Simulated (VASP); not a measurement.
# Nb (Fm-3m) in VASP: further runs, part 3 of 3

VASP 6.6.1. Earlier steps stand in the parts before.

### Step 6. Single point, RPBE (volume scaled by 1.08)

INCAR

```
SYSTEM = Nb
PREC = Accurate ; ENCUT = 520
EDIFF = 1E-6 ; ISMEAR = -1
SIGMA = 0.1 ; LREAL = .FALSE.
LASPH = .TRUE. ; NELM = 100
ALGO = Normal ; ISIF = 2
LWAVE = .FALSE. ; LCHARG = .FALSE.
GGA = RP ; NBANDS = 12
```

KPOINTS

```
Automatic mesh
0
G
  21 21 21
  0 0 0
```

POSCAR

```
Nb
1.0
    0.0000000000      2.1775704545      2.1775704545
    2.1775704545      0.0000000000      2.1775704545
    2.1775704545      2.1775704545      0.0000000000
Nb
1
Direct
    0.0000000000      0.0000000000      0.0000000000
```

Potentials or basis: VASP PAW PBE potentials, release 64 (Nb_sv).

The run is started by

```bash
cat potpaw_PBE.64/Nb_sv/POTCAR > POTCAR
mpirun -np 1 vasp_std > vasp.out
```

OUTCAR:

```text
SYSTEM = Nb
   PREC = Accurate
   ENCUT = 520
   EDIFF = 1E-6
   ISMEAR = -1
   LREAL = .FALSE.
   LASPH = .TRUE.
   NELM = 100
   ISIF = 2
   GGA = RP

 ion  position               nearest neighbor table
   1  0.000  0.000  0.000-

  LATTYP: Found a face centered cubic cell.
 ALAT       =     4.3551409090

  Lattice vectors:

 A1 = (   0.0000000000,   2.1775704545,   2.1775704545)
 A2 = (   2.1775704545,   0.0000000000,   2.1775704545)
 A3 = (   2.1775704545,   2.1775704545,   0.0000000000)

Analysis of symmetry for initial positions (statically):
=====================================================================
 Subroutine PRICEL returns:
 Original cell was already a primitive cell.

 Routine SETGRP: Setting up the symmetry group for a
 face centered cubic supercell.

 Subroutine GETGRP returns: Found 48 space group operations
 (whereof 48 operations were pure point group operations)
 out of a pool of 48 trial point group operations.

The static configuration has the point symmetry O_h .

Analysis of symmetry for dynamics (positions and initial velocities):
=====================================================================
 Subroutine PRICEL returns:
 Original cell was already a primitive cell.

 Routine SETGRP: Setting up the symmetry group for a
 face centered cubic supercell.

 Subroutine GETGRP returns: Found 48 space group operations
 (whereof 48 operations were pure point group operations)
 out of a pool of 48 trial point group operations.

The dynamic configuration has the point symmetry O_h .

 Subroutine INISYM returns: Found 48 space group operations
 (whereof 48 operations are pure point group operations),
 and found     1 'primitive' translations

----------------------------------------------------------------------------------------

                                     Primitive cell

  volume of cell :      20.6513

  direct lattice vectors                    reciprocal lattice vectors
     0.000000000  2.177570455  2.177570455    -0.229613696  0.229613696  0.229613696
     2.177570455  0.000000000  2.177570455     0.229613696 -0.229613696  0.229613696
     2.177570455  2.177570455  0.000000000     0.229613696  0.229613696 -0.229613696

  length of vectors
     3.079549670  3.079549670  3.079549670     0.397702587  0.397702587  0.397702587

  position of ions in fractional coordinates (direct lattice)
     0.000000000  0.000000000  0.000000000

  ion indices of the primitive-cell ions
   primitive index   ion index
                 1           1

----------------------------------------------------------------------------------------

 KPOINTS: Automatic mesh

Automatic generation of k-mesh.
 Grid dimensions read from file:
 generate k-points for:   21   21   21

 Generating k-lattice:

  Cartesian coordinates                     Fractional coordinates (reciprocal lattice)
    -0.010933986  0.010933986  0.010933986     0.047619048  0.000000000  0.000000000
     0.010933986 -0.010933986  0.010933986     0.000000000  0.047619048  0.000000000
     0.010933986  0.010933986 -0.010933986     0.000000000  0.000000000  0.047619048

  Length of vectors
     0.018938218  0.018938218  0.018938218

  Shift w.r.t. Gamma in fractional coordinates (k-lattice)
     0.000000000  0.000000000  0.000000000

 Subroutine IBZKPT returns following result:
 ===========================================

 Found    286 irreducible k-points:

 Following reciprocal coordinates:
            Coordinates               Weight
  0.000000  0.000000  0.000000      1.000000
  0.047619  0.000000  0.000000      8.000000
  0.095238  0.000000  0.000000      8.000000
  0.142857  0.000000  0.000000      8.000000
  0.190476  0.000000  0.000000      8.000000
  0.238095  0.000000  0.000000      8.000000
[... 16 lines left out ...]
 -0.428571  0.047619  0.000000     24.000000
 -0.380952  0.047619  0.000000     24.000000
 [... further k-points ...]
   k-points           NKPTS =    286   k-points in BZ     NKDIM =    286   number of bands    NBANDS=     12
   number of dos      NEDOS =    301   number of ions     NIONS =      1
   total plane-waves  NPLWV =  13824
   dimension x,y,z NGX =    24 NGY =   24 NGZ =   24
   dimension x,y,z NGXF=    48 NGYF=   48 NGZF=   48
   ions per type =               1
   NGX,Y,Z   is equivalent  to a cutoff of  12.96, 12.96, 12.96 a.u.
   NGXF,Y,Z  is equivalent  to a cutoff of  25.91, 25.91, 25.91 a.u.
 SYSTEM =  Nb
   PREC   = accura    normal or accurate (medium, high low for compatibility)
   ISTART =      0    job   : 0-new  1-cont  2-samecut
   ICHARG =      2    charge: 1-file 2-atom 10-const
   ISPIN  =      1    spin polarized calculation?
   LNONCOLLINEAR =      F non collinear calculations
   LSORBIT =      F    spin-orbit coupling
   LASPH  =      T    aspherical Exc in radial PAW
   ENCUT  =  520.0 eV  38.22 Ry    6.18 a.u.   5.73  5.73  5.73*2*pi/ulx,y,z
   NELM   =    100;   NELMIN=  2; NELMDL= -5     # of ELM steps
   EDIFF  = 0.1E-05   stopping-criterion for ELM
   LREAL  =      F    real-space projection
   EDIFFG = 0.1E-04   stopping-criterion for IOM
   NSW    =      0    number of steps for IOM
   IBRION =     -1    ionic relax: 0-MD 1-quasi-New 2-CG
   NFREE  =      0    steps in history (QN), initial steepest desc. (CG)
   ISIF   =      2    stress and relaxation
   ISYM   =      2    0-nonsym 1-usesym 2-fastsym
   POTIM  = 0.5000    time-step for ionic-motion
   TEBEG  =    0.0;   TEEND  =   0.0 temperature during run
   PSTRESS=    0.0 pullay stress
   NELECT =      13.0000    total number of electrons
   NUPDOWN=      -1.0000    fix difference up-down
   EMIN   =  10.00;   EMAX   =-10.00  energy-range for DOS
   EFERMI =   0.00;   METHOD = LEGACY
   ISMEAR =    -1;   SIGMA  =   0.10  broadening in eV -4-tet -1-fermi 0-gaus
   EFERMI_NEDOS =   21; number of points for ismear=-14 and -15
   IALGO  =     38    algorithm
   IMIX   =      4    mixing-type and parameters
     AMIX     =   0.40;   BMIX     =  1.00
     AMIX_MAG =   1.60;   BMIX_MAG =  1.00
  volume/ion in A,a.u.               =      20.65       139.36
  Fermi-wavevector in a.u.,A,eV,Ry     =   1.403052  2.651384 26.783812  1.968555
  Thomas-Fermi vector in A             =   2.525752
   LORBIT       =      0    0 simple, 1 ext, 2 COOP (PROOUT), +10 PAW based schemes
   GGA     = RP    functional components
   LHFCALC =     F    Hartree Fock is set to
   AEXX    =    0.0000 exact exchange contribution
   IVDW    =     0    specifies the selected vdW correction
   LEPSILON=     F    determine dielectric tensor
   LRPA    =     F    only Hartree local field effects (RPA)
 non-spin polarized calculation
  energy-cutoff  :      520.00
  volume of cell :       20.65
 maximum number of plane-waves:       568
   NGX = 11   NGY = 11   NGZ = 11

 number of electron      13.0000001 magnetization

 Free energy of the ion-electron system (eV)
  ---------------------------------------------------
  ext. energy  EPLUGINS =         0.00000000
  ---------------------------------------------------
  free energy    TOTEN  =        -9.35797592 eV

  energy without entropy =       -9.30367842  energy(sigma->0) =       -9.33082717

 E-fermi :   9.7797     XC(G=0): -11.7421

 val. band max:        9.7731047852   @ k =   0.3810   0.0952   0.0000
 cond. band min:       9.7856696194   @ k =   0.4762   0.0000   0.0000
 fundamental gap:      0.0125648342
 Fermi energy:         9.7796947187

 k-point     1 :       0.0000    0.0000    0.0000
  band No.  band energies     occupation
      1     -45.1811      2.00000
      2     -20.7198      2.00000
      3     -20.7198      2.00000
      4     -20.7198      2.00000
      5       3.8078      2.00000
      6       9.9223      0.38747
      7       9.9223      0.38747
      8       9.9223      0.38747
      9      12.1934      0.00000
     10      12.1934      0.00000
     11      21.4372      0.00000
     12      25.8344      0.00000
[... 331 lines left out ...]
 k-point    24 :      -0.3810    0.0476    0.0000
  band No.  band energies     occupation
      1     -45.0643      2.00000
      2     -21.4954      2.00000
      3     -20.8433      2.00000
      4     -20.8192      2.00000
      5       6.3265      2.00000
      6       9.8020      0.88917
      7       9.9365      0.34497
      8      10.0607      0.11362
      9      13.2435      0.00000
     10      13.7697      0.00000
     11      19.7575      0.00000
     12      22.0062      0.00000

 [... further k-points ...]

------------------------ aborting loop because EDIFF is reached ----------------------------------------

  FORCE on cell =-STRESS in cart. coord.  units (eV):
  Direction    XX          YY          ZZ          XY          YZ          ZX
  --------------------------------------------------------------------------------------
  -------------------------------------------------------------------------------------
  Total       -1.3850315     -1.3850315     -1.3850315      0.0000000     -0.0000000      0.0000000
  in kB     -107.4542466   -107.4542466   -107.4542466      0.0000000     -0.0000000      0.0000000
  external PRESSURE =    -107.4542466 kB  Pullay stress =       0.0000000 kB

 VOLUME and BASIS-vectors are now :
 -----------------------------------------------------------------------------
  energy-cutoff  :      520.00
  volume of cell :       20.65
      direct lattice vectors                 reciprocal lattice vectors
     0.000000000  2.177570455  2.177570455    -0.229613696  0.229613696  0.229613696
     2.177570455  0.000000000  2.177570455     0.229613696 -0.229613696  0.229613696
     2.177570455  2.177570455  0.000000000     0.229613696  0.229613696 -0.229613696

 POSITION                                       TOTAL-FORCE (eV/Angst)
 -----------------------------------------------------------------------------------
      0.00000      0.00000      0.00000         0.000000     -0.000000      0.000000
 -----------------------------------------------------------------------------------
    total drift:                                0.000000      0.000000      0.000000

  FREE ENERGIE OF THE ION-ELECTRON SYSTEM (eV)
  ---------------------------------------------------
  free  energy   TOTEN  =        -9.3579759193 eV

  energy  without entropy=       -9.3036784155  energy(sigma->0) =       -9.33082717
```

OSZICAR:

```text
N       E                     dE             d eps       ncg     rms          rms(c)
DAV:   1     0.114431547875E+03    0.11443E+03   -0.71653E+03  6896   0.106E+03
DAV:   2    -0.499956170715E+01   -0.11943E+03   -0.11526E+03  7504   0.379E+02
DAV:   3    -0.956154523719E+01   -0.45620E+01   -0.43514E+01  9868   0.646E+01
DAV:   4    -0.987112685459E+01   -0.30958E+00   -0.30709E+00  9804   0.154E+01
DAV:   5    -0.988093064634E+01   -0.98038E-02   -0.97985E-02 10164   0.236E+00    0.582E+00
DAV:   6    -0.940707818623E+01    0.47385E+00   -0.76848E-01 10856   0.107E+01    0.202E+00
DAV:   7    -0.935330874500E+01    0.53769E-01   -0.21496E-01 11324   0.561E+00    0.103E+00
DAV:   8    -0.935793271237E+01   -0.46240E-02   -0.12898E-02  8228   0.149E+00    0.618E-02
DAV:   9    -0.935795983920E+01   -0.27127E-04   -0.10028E-03 11880   0.375E-01    0.353E-02
DAV:  10    -0.935797987999E+01   -0.20041E-04   -0.17897E-05  8220   0.605E-02    0.125E-02
DAV:  11    -0.935797597139E+01    0.39086E-05   -0.69789E-06  8868   0.423E-02    0.195E-03
DAV:  12    -0.935797591930E+01    0.52087E-07   -0.28470E-07  5216   0.620E-03
   1 F= -.93579759E+01 E0= -.93308272E+01  d E =-.542975E-01
```

stdout:

```text
POSCAR found type information on POSCAR Nb
 POSCAR found :  1 types and       1 ions
 scaLAPACK will be used
 -----------------------------------------------------------------------------
|                                                                             |
|                                                                             |
|     You enforced a specific xc type in the INCAR file but a different       |
|     I HOPE YOU KNOW WHAT YOU ARE DOING!                                     |
|                                                                             |
 -----------------------------------------------------------------------------

 LDA part: xc-table for (Slater+PW92), standard interpolation
 POSCAR, INCAR and KPOINTS ok, starting setup
 FFT: planning ... GRIDC
 FFT: planning ... GRID_SOFT
 FFT: planning ... GRID
 WAVECAR not read
 entering main loop
```

It took 38 s on 1 thread of Intel Xeon 6975P-C, shared host; peak memory 0.19 GiB.

Results:

| Quantity | Value |
| --- | --- |
| Free energy | -9.3580 eV |
| Pressure | -10.7 GPa |

Levels at points of the mesh, in eV from the Fermi level:
```
           k point  band 3  band 4  band 5  band 6  band 7  band 8  band 9  band 10
(0.00, 0.00, 0.00)  -30.50  -30.50   -5.97    0.14    0.14    0.14    2.41     2.41
```

Caveat: the PAW data sets were made with another functional, which shifts forces and pressure a little.

### Step 7. Single point, RPBE (volume scaled by 1.12)

INCAR

```
SYSTEM = Nb
PREC = Accurate ; ENCUT = 520
EDIFF = 1E-7 ; ISMEAR = -1
SIGMA = 0.1 ; LREAL = .False.
LASPH = .True. ; NELM = 100
ALGO = Normal ; ISIF = 2
LWAVE = .False. ; LCHARG = .False.
GGA = RP ; NBANDS = 12
```

KPOINTS

```
Automatic mesh
0
Gamma
  21 21 21
  0 0 0
```

POSCAR

```
Nb
1.0
    0.0000000000      2.2041288092      2.2041288092
    2.2041288092      0.0000000000      2.2041288092
    2.2041288092      2.2041288092      0.0000000000
Nb
1
Direct
    0.0000000000      0.0000000000      0.0000000000
```

The run is started by

```bash
cat potpaw_PBE.64/Nb_sv/POTCAR > POTCAR
mpirun -np 1 vasp_std > vasp.out
```

It took 29 s on 1 thread of Intel Xeon 6975P-C, shared host; peak memory 0.19 GiB.

Results (log left out):

| Property | Result |
| --- | --- |
| Free energy | -9.2976 eV |
| Pressure | -14.6 GPa |

Levels at points of the mesh, in eV from the Fermi level:
| k point | band 4 | band 5 | band 6 | band 7 | band 8 | band 9 |
| --- | --- | --- | --- | --- | --- | --- |
| (0.00, 0.00, 0.00) | -30.60 | -5.87 | 0.15 | 0.15 | 0.15 | 2.31 |

Caveat: the PAW data sets were made with another functional, which shifts forces and pressure a little.

### Step 8. Summary

```csv
cell,gap on the mesh (eV),pressure (GPa)
"a = 2.961 Å, angles 60.0°, 1 atom",none,6.4
"a = 3.002 Å, angles 60.0°, 1 atom",none,-0.4
"a = 3.041 Å, angles 60.0°, 1 atom",none,-6.1
"a = 3.080 Å, angles 60.0°, 1 atom",none,-10.7
"a = 3.117 Å, angles 60.0°, 1 atom",none,-14.6
```

Alike in all rows: task single point; level RPBE; potentials or basis VASP PAW PBE potentials, release 64 (Nb_sv); no spin polarisation; k mesh 21 × 21 × 21; cutoff (eV) 520; smearing fermi-dirac 0.1 eV.

Caveats: the PAW data sets were made with another functional, which shifts forces and pressure a little.

Total energies depend on the potentials used, so only differences within one code and one set of settings carry meaning.
